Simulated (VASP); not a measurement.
Runs of VASP 6.6.1 on GaAs. The structure is that of space group F-43m (No. 216), or close to it. The cells are those of the table. 

| cell | gap on the mesh (eV) | pressure (GPa) |
| --- | --- | --- |
| a = 4.042, b = 4.042, c = 4.007 Å, angles 60.3, 60.3, 59.4°, 2 atoms | 0.77 | -1.1 |
| a = 4.027, b = 4.027, c = 4.007 Å, angles 60.2, 60.2, 59.7°, 2 atoms | 0.84 | (b) |
| a = 3.987, b = 3.987, c = 4.007 Å, angles 59.8, 59.8, 60.3°, 2 atoms | 0.98 | 0.9 |
| a = 3.967, b = 3.967, c = 4.007 Å, angles 59.7, 59.7, 60.7°, 2 atoms | (a) | (c) |
| a = 3.997, b = 3.997, c = 4.007 Å, angles 59.9, 59.9, 60.2°, 2 atoms | 0.96 | 0.5 |

Alike in all rows: task single point; level r2SCAN; potentials or basis VASP PAW PBE potentials, release 64 (Ga_d, As); no spin polarisation; k mesh 8 × 8 × 8; cutoff (eV) 520; smearing gaussian 0.05 eV.

Q: Estimate the missing entries.

A: (a) 1.02; (b) -0.6; (c) 1.7.

Caveats: the PAW data sets were made with another functional, which shifts forces and pressure a little.

A k mesh can miss the band edges, and the runs leave out spin-orbit coupling on As, Ga.
